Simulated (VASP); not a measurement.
# ScF3 (P4mm) in VASP: notebook, part 2 of 2

VASP 6.6.1. The steps go on from the part before.

## 4. Single point, LDA (all Sc atoms moved -0.150 Å, as atom 1 along Cartesian [1 0 0])

INCAR

```
ALGO = Normal ; EDIFF = 1E-6
ENCUT = 520 ; ISIF = 2
ISMEAR = 0 ; LASPH = True
LCHARG = True ; LELF = True
LREAL = False ; LVHAR = True
LWAVE = False ; NBANDS = 24
NELM = 80 ; PREC = Accurate
SIGMA = 0.05
```

KPOINTS

```
k-points
0
Gamma
  6 6 6
```

POSCAR

```
ScF3
1.0
    4.0124500000      0.0000000000      0.0000000000
    0.0000000000      4.0124500000      0.0000000000
    0.0000000000      0.0000000000      4.0124500000
Sc F
1 3
Direct
   -0.0373836434      0.0000000000      0.0000000000
    0.5000000000      0.0000000000      0.0000000000
    0.0000000000      0.5000000000      0.0000000000
    0.0000000000      0.0000000000      0.5000000000
```

Potentials or basis: VASP PAW LDA potentials, release 64 (Sc_sv, F).

On the command line:

```bash
cat potpaw_LDA.64/Sc_sv/POTCAR potpaw_LDA.64/F/POTCAR > POTCAR
mpirun -np 1 vasp_std > vasp.out
```

OUTCAR:

```text
EDIFF = 1E-6
   ENCUT = 520
   ISIF = 2
   ISMEAR = 0
   LASPH = True
   LREAL = False
   NELM = 80
   PREC = Accurate

 ion  position               nearest neighbor table
   1  0.963  0.000  0.000-   2 1.86   3 2.01   4 2.01   4 2.01   3 2.01   2 2.16
   2  0.500  0.000  0.000-   1 1.86   1 2.16
   3  0.000  0.500  0.000-   1 2.01   1 2.01
   4  0.000  0.000  0.500-   1 2.01   1 2.01

  LATTYP: Found a simple cubic cell.
 ALAT       =     4.0124500000

  Lattice vectors:

 A1 = (   4.0124500000,   0.0000000000,   0.0000000000)
 A2 = (   0.0000000000,   4.0124500000,   0.0000000000)
 A3 = (   0.0000000000,   0.0000000000,   4.0124500000)

Analysis of symmetry for initial positions (statically):
=====================================================================
 Subroutine PRICEL returns:
 Original cell was already a primitive cell.

 Routine SETGRP: Setting up the symmetry group for a
 simple cubic supercell.

 Subroutine GETGRP returns: Found  8 space group operations
 (whereof  8 operations were pure point group operations)
 out of a pool of 48 trial point group operations.

The static configuration has the point symmetry C_4v.

Analysis of symmetry for dynamics (positions and initial velocities):
=====================================================================
 Subroutine PRICEL returns:
 Original cell was already a primitive cell.

 Routine SETGRP: Setting up the symmetry group for a
 simple cubic supercell.

 Subroutine GETGRP returns: Found  8 space group operations
 (whereof  8 operations were pure point group operations)
 out of a pool of 48 trial point group operations.

The dynamic configuration has the point symmetry C_4v.

 Subroutine INISYM returns: Found  8 space group operations
 (whereof  8 operations are pure point group operations),
 and found     1 'primitive' translations

----------------------------------------------------------------------------------------

                                     Primitive cell

  volume of cell :      64.5995

  direct lattice vectors                    reciprocal lattice vectors
     4.012450000  0.000000000  0.000000000     0.249224289  0.000000000  0.000000000
     0.000000000  4.012450000  0.000000000     0.000000000  0.249224289  0.000000000
     0.000000000  0.000000000  4.012450000     0.000000000  0.000000000  0.249224289

  length of vectors
     4.012450000  4.012450000  4.012450000     0.249224289  0.249224289  0.249224289

  position of ions in fractional coordinates (direct lattice)
     0.962616357  0.000000000  0.000000000
     0.500000000  0.000000000  0.000000000
     0.000000000  0.500000000  0.000000000
     0.000000000  0.000000000  0.500000000

  ion indices of the primitive-cell ions
   primitive index   ion index
                 1           1
                 2           2
                 3           3
                 4           4

----------------------------------------------------------------------------------------

 KPOINTS: k-points

Automatic generation of k-mesh.
 Grid dimensions read from file:
 generate k-points for:    6    6    6

 Generating k-lattice:

  Cartesian coordinates                     Fractional coordinates (reciprocal lattice)
     0.041537382  0.000000000  0.000000000     0.166666667  0.000000000  0.000000000
     0.000000000  0.041537382  0.000000000     0.000000000  0.166666667  0.000000000
     0.000000000  0.000000000  0.041537382     0.000000000  0.000000000  0.166666667

  Length of vectors
     0.041537382  0.041537382  0.041537382

  Shift w.r.t. Gamma in fractional coordinates (k-lattice)
     0.000000000  0.000000000  0.000000000

 Subroutine IBZKPT returns following result:
 ===========================================

 Found     40 irreducible k-points:

 Following reciprocal coordinates:
            Coordinates               Weight
  0.000000  0.000000  0.000000      1.000000
  0.166667  0.000000  0.000000      2.000000
  0.000000  0.166667  0.000000      4.000000
  0.333333  0.000000  0.000000      2.000000
  0.000000  0.333333  0.000000      4.000000
  0.500000  0.000000  0.000000      1.000000
[... 16 lines left out ...]
  0.166667  0.166667  0.166667      8.000000
  0.333333  0.166667  0.166667      8.000000
 [... further k-points ...]
   k-points           NKPTS =     40   k-points in BZ     NKDIM =     40   number of bands    NBANDS=     24
   number of dos      NEDOS =    301   number of ions     NIONS =      4
   total plane-waves  NPLWV =  27000
   dimension x,y,z NGX =    30 NGY =   30 NGZ =   30
   dimension x,y,z NGXF=    60 NGYF=   60 NGZF=   60
   ions per type =               1   3
   NGX,Y,Z   is equivalent  to a cutoff of  12.43, 12.43, 12.43 a.u.
   NGXF,Y,Z  is equivalent  to a cutoff of  24.86, 24.86, 24.86 a.u.
 SYSTEM =  unknown system
   PREC   = accura    normal or accurate (medium, high low for compatibility)
   ISTART =      0    job   : 0-new  1-cont  2-samecut
   ICHARG =      2    charge: 1-file 2-atom 10-const
   ISPIN  =      1    spin polarized calculation?
   LNONCOLLINEAR =      F non collinear calculations
   LSORBIT =      F    spin-orbit coupling
   LASPH  =      T    aspherical Exc in radial PAW
   ENCUT  =  520.0 eV  38.22 Ry    6.18 a.u.   7.46  7.46  7.46*2*pi/ulx,y,z
   NELM   =     80;   NELMIN=  2; NELMDL= -5     # of ELM steps
   EDIFF  = 0.1E-05   stopping-criterion for ELM
   LREAL  =      F    real-space projection
   EDIFFG = 0.1E-04   stopping-criterion for IOM
   NSW    =      0    number of steps for IOM
   IBRION =     -1    ionic relax: 0-MD 1-quasi-New 2-CG
   NFREE  =      0    steps in history (QN), initial steepest desc. (CG)
   ISIF   =      2    stress and relaxation
   ISYM   =      2    0-nonsym 1-usesym 2-fastsym
   POTIM  = 0.5000    time-step for ionic-motion
   TEBEG  =    0.0;   TEEND  =   0.0 temperature during run
   PSTRESS=    0.0 pullay stress
   NELECT =      32.0000    total number of electrons
   NUPDOWN=      -1.0000    fix difference up-down
   EMIN   =  10.00;   EMAX   =-10.00  energy-range for DOS
   EFERMI =   0.00;   METHOD = LEGACY
   ISMEAR =     0;   SIGMA  =   0.05  broadening in eV -4-tet -1-fermi 0-gaus
   EFERMI_NEDOS =   21; number of points for ismear=-14 and -15
   IALGO  =     38    algorithm
   IMIX   =      4    mixing-type and parameters
     AMIX     =   0.40;   BMIX     =  1.00
     AMIX_MAG =   1.60;   BMIX_MAG =  1.00
  volume/ion in A,a.u.               =      16.15       108.98
  Fermi-wavevector in a.u.,A,eV,Ry     =   1.295334  2.447827 22.829091  1.677891
  Thomas-Fermi vector in A             =   2.426861
   LORBIT       =      0    0 simple, 1 ext, 2 COOP (PROOUT), +10 PAW based schemes
   GGA     = CA    functional components
   LHFCALC =     F    Hartree Fock is set to
   AEXX    =    0.0000 exact exchange contribution
   IVDW    =     0    specifies the selected vdW correction
   LEPSILON=     F    determine dielectric tensor
   LRPA    =     F    only Hartree local field effects (RPA)
 non-spin polarized calculation
 Gauss-broadening in eV      SIGMA  =   0.05
  energy-cutoff  :      520.00
  volume of cell :       64.60
 maximum number of plane-waves:      1755
 NGX is ok and might be reduce to    30
   NGX = 15   NGY = 15   NGZ = 15

 number of electron      31.9999961 magnetization

 Free energy of the ion-electron system (eV)
  ---------------------------------------------------
  ext. energy  EPLUGINS =         0.00000000
  ---------------------------------------------------
  free energy    TOTEN  =       -29.46140305 eV

  energy without entropy =      -29.46140305  energy(sigma->0) =      -29.46140305

 E-fermi :  -3.4840     XC(G=0):  -8.8682

 val. band max:       -3.7971059077   @ k =   0.5000   0.5000   0.5000
 cond. band min:       2.4209306946   @ k =   0.0000   0.0000   0.0000
 fundamental gap:      6.2180366023
 Fermi energy:        -3.4839734954

 k-point     1 :       0.0000    0.0000    0.0000
  band No.  band energies     occupation
      1     -49.0328      2.00000
      2     -28.2778      2.00000
      3     -28.0588      2.00000
      4     -28.0588      2.00000
      5     -23.5070      2.00000
      6     -23.1831      2.00000
[... 637 lines left out ...]
     23       9.1277      0.00000
     24      11.4186      0.00000

 [... further k-points ...]

------------------------ aborting loop because EDIFF is reached ----------------------------------------

  FORCE on cell =-STRESS in cart. coord.  units (eV):
  Direction    XX          YY          ZZ          XY          YZ          ZX
  --------------------------------------------------------------------------------------
  -------------------------------------------------------------------------------------
  Total        1.0327691     -1.1042879     -1.1042879      0.0000000      0.0000000      0.0000000
  in kB       25.6144422    -27.3882324    -27.3882324      0.0000000      0.0000000      0.0000000
  external PRESSURE =      -9.7206742 kB  Pullay stress =       0.0000000 kB

 VOLUME and BASIS-vectors are now :
 -----------------------------------------------------------------------------
  energy-cutoff  :      520.00
  volume of cell :       64.60
      direct lattice vectors                 reciprocal lattice vectors
     4.012450000  0.000000000  0.000000000     0.249224289  0.000000000  0.000000000
     0.000000000  4.012450000  0.000000000     0.000000000  0.249224289  0.000000000
     0.000000000  0.000000000  4.012450000     0.000000000  0.000000000  0.249224289

 POSITION                                       TOTAL-FORCE (eV/Angst)
 -----------------------------------------------------------------------------------
      3.86245      0.00000      0.00000         1.750702      0.000000     -0.000000
      2.00623      0.00000      0.00000        -1.620147     -0.000000      0.000000
      0.00000      2.00623      0.00000        -0.065277     -0.000000      0.000000
      0.00000      0.00000      2.00623        -0.065277     -0.000000      0.000000
 -----------------------------------------------------------------------------------
    total drift:                                0.000429      0.000000      0.000000

  FREE ENERGIE OF THE ION-ELECTRON SYSTEM (eV)
  ---------------------------------------------------
  free  energy   TOTEN  =       -29.4614030540 eV

  energy  without entropy=      -29.4614030540  energy(sigma->0) =      -29.46140305
```

stdout:

```text
POSCAR found type information on POSCAR ScF
 POSCAR found :  2 types and       4 ions
 scaLAPACK will be used
 LDA part: xc-table for (Slater(with rela. corr.)+CA(PZ))
 , standard interpolation
 POSCAR, INCAR and KPOINTS ok, starting setup
 FFT: planning ... GRIDC
 FFT: planning ... GRID_SOFT
 FFT: planning ... GRID
 WAVECAR not read
 entering main loop
```

It took 44 s on 1 thread of Intel Xeon 6975P-C, shared host; peak memory 0.18 GiB.

What came out:

| Property | Result |
| --- | --- |
| Free energy | -29.4614 eV |
| Pressure | -1.0 GPa |
| Largest force | 1.751 eV/Å |
| Band gap on the k mesh | 6.22 eV, indirect (least direct gap 6.77 eV) |

Forces on the atoms (eV/Å):
```
Sc   1.751  0.000  0.000
F   -1.620  0.000  0.000
F   -0.065  0.000  0.000
F   -0.065  0.000  0.000
```

Caveat: the cell differs from its parent crystal (all Sc atoms moved -0.150 Å, as atom 1 along Cartesian [1 0 0]); forces of over 1 eV/Å act on the atoms, so gaps and moduli don't describe the material at rest. A k mesh can miss the band edges.

## 5. Single point, LDA (all Sc atoms moved +0.263 Å, as atom 1 along Cartesian [1 0 0])

INCAR

```
ALGO = Normal
EDIFF = 1E-7
ENCUT = 520
GGA = CA
ISIF = 2
ISMEAR = 0
LASPH = True
LCHARG = True
LELF = True
LREAL = False
LVHAR = True
LWAVE = False
NBANDS = 24
NELM = 80
PREC = Accurate
SIGMA = 0.05
```

KPOINTS is that of step 4.

POSCAR: that of step 4 with these lines changed.

```diff
@@ -8,3 +8,3 @@
 Direct
-   -0.0373836434      0.0000000000      0.0000000000
+    0.0654213760      0.0000000000      0.0000000000
     0.5000000000      0.0000000000      0.0000000000
```

On the command line:

```bash
cat potpaw_LDA.64/Sc_sv/POTCAR potpaw_LDA.64/F/POTCAR > POTCAR
mpirun -np 1 vasp_std > vasp.out
```

Wall time 50 s (1 thread of Intel Xeon 6975P-C, shared host); peak memory 0.18 GiB.

The run converged. Its results:

* Free energy: -29.1332 eV
* Pressure: 2.1 GPa
* Largest force: 4.370 eV/Å
* Band gap on the k mesh: 6.28 eV, indirect (least direct gap 6.83 eV)

Forces in eV/Å, atoms in the order of the input:
```
Sc  -4.370  0.000  0.000
F    4.041  0.000  0.000
F    0.164  0.000  0.000
F    0.164  0.000  0.000
```

Stress tensor (GPa, compression positive):
```
13.33  0.00  0.00
 0.00 -3.49  0.00
 0.00  0.00 -3.49
```

Levels at points of the mesh, in eV from the valence-band top:
```
           k point  band 12  band 13  band 14  band 15  band 16  band 17  band 18  band 19  band 20  band 21
(0.00, 0.00, 0.00)    -1.39    -0.95    -0.69    -0.55    -0.55     6.28     6.75     6.75     7.30     8.06
(0.50, 0.00, 0.00)    -1.45    -1.27    -0.82    -0.54    -0.54     6.32     7.54     7.54     8.10     9.06
(0.00, 0.50, 0.00)    -1.29    -1.16    -1.14    -0.89    -0.82     6.78     7.12     7.24     8.32     8.98
(0.50, 0.50, 0.00)    -1.26    -1.13    -1.02    -0.97    -0.37     7.15     7.58     7.87     8.74    10.52
(0.00, 0.50, 0.50)    -1.84    -1.60    -1.05    -1.05    -0.01     7.26     7.26     7.71     8.58    10.43
(0.50, 0.50, 0.50)    -2.71    -2.28    -0.36    -0.36     0.00     7.72     7.92     7.92    10.43    10.58
```

Caveat: the cell differs from its parent crystal (all Sc atoms moved +0.263 Å, as atom 1 along Cartesian [1 0 0]); forces of over 1 eV/Å act on the atoms, so gaps and moduli don't describe the material at rest.

## 6. Single point, LDA (all Sc atoms moved +0.188 Å, as atom 1 along Cartesian [1 0 0])

INCAR

```
PREC = Accurate
ENCUT = 520
EDIFF = 1E-7
ISMEAR = 0
SIGMA = 0.05
LREAL = F
LASPH = T
NELM = 100
ALGO = Normal
ISIF = 2
LWAVE = F
LCHARG = F
GGA = CA
NBANDS = 24
```

KPOINTS

```
Automatic mesh
0
Gamma
  6 6 6
```

POSCAR: that of step 5 with these lines changed.

```diff
@@ -8,3 +8,3 @@
 Direct
-    0.0654213760      0.0000000000      0.0000000000
+    0.0467295543      0.0000000000      0.0000000000
     0.5000000000      0.0000000000      0.0000000000
```

Potentials or basis: VASP PAW LDA potentials, release 64 (Sc_sv, F).

On the command line:

```bash
cat potpaw_LDA.64/Sc_sv/POTCAR potpaw_LDA.64/F/POTCAR > POTCAR
mpirun -np 1 vasp_std > vasp.out
```

OUTCAR:

```text
PREC = Accurate
   ENCUT = 520
   EDIFF = 1E-7
   ISMEAR = 0
   LREAL = F
   LASPH = T
   NELM = 100
   ISIF = 2
   GGA = CA

 ion  position               nearest neighbor table
   1  0.047  0.000  0.000-   2 1.82   3 2.01   4 2.01   4 2.01   3 2.01   2 2.19
   2  0.500  0.000  0.000-   1 1.82   1 2.19
   3  0.000  0.500  0.000-   1 2.01   1 2.01
   4  0.000  0.000  0.500-   1 2.01   1 2.01

  LATTYP: Found a simple cubic cell.
[... 845 lines left out ...]

  FORCE on cell =-STRESS in cart. coord.  units (eV):
  Direction    XX          YY          ZZ          XY          YZ          ZX
  --------------------------------------------------------------------------------------
  -------------------------------------------------------------------------------------
  Total        2.1805669     -1.1891815     -1.1891815      0.0000000      0.0000000      0.0000000
  in kB       54.0817941    -29.4937376    -29.4937376      0.0000000      0.0000000      0.0000000
  external PRESSURE =      -1.6352270 kB  Pullay stress =       0.0000000 kB

 VOLUME and BASIS-vectors are now :
 -----------------------------------------------------------------------------
  energy-cutoff  :      520.00
  volume of cell :       64.60
      direct lattice vectors                 reciprocal lattice vectors
     4.012450000  0.000000000  0.000000000     0.249224289  0.000000000  0.000000000
     0.000000000  4.012450000  0.000000000     0.000000000  0.249224289  0.000000000
     0.000000000  0.000000000  4.012450000     0.000000000  0.000000000  0.249224289

 POSITION                                       TOTAL-FORCE (eV/Angst)
 -----------------------------------------------------------------------------------
      0.18750      0.00000      0.00000        -2.439045      0.000000     -0.000000
      2.00623      0.00000      0.00000         2.255301     -0.000000      0.000000
      0.00000      2.00623      0.00000         0.091872     -0.000000      0.000000
      0.00000      0.00000      2.00623         0.091872     -0.000000      0.000000
 -----------------------------------------------------------------------------------
    total drift:                                0.000434      0.000000     -0.000000

  FREE ENERGIE OF THE ION-ELECTRON SYSTEM (eV)
  ---------------------------------------------------
  free  energy   TOTEN  =       -29.3833061838 eV

  energy  without entropy=      -29.3833061838  energy(sigma->0) =      -29.38330618
```

stdout:

```text
POSCAR found type information on POSCAR ScF
 POSCAR found :  2 types and       4 ions
 scaLAPACK will be used
 LDA part: xc-table for (Slater(with rela. corr.)+CA(PZ))
 , standard interpolation
 POSCAR, INCAR and KPOINTS ok, starting setup
 FFT: planning ... GRIDC
 FFT: planning ... GRID_SOFT
 FFT: planning ... GRID
 WAVECAR not read
 entering main loop
```

Wall time 48 s (1 thread of Intel Xeon 6975P-C, shared host); peak memory 0.18 GiB.

Results:

| Item | Value |
| --- | --- |
| Free energy | -29.3833 eV |
| Pressure | -0.2 GPa |
| Largest force | 2.439 eV/Å |
| Band gap on the k mesh | 6.24 eV, indirect (least direct gap 6.79 eV) |

Forces in eV/Å, atoms in the order of the input:
```
Sc  -2.439  0.000  0.000
F    2.255  0.000  0.000
F    0.092  0.000  0.000
F    0.092  0.000  0.000
```

Caveat: the cell differs from its parent crystal (all Sc atoms moved +0.188 Å, as atom 1 along Cartesian [1 0 0]); forces of over 1 eV/Å act on the atoms, so gaps and moduli don't describe the material at rest.
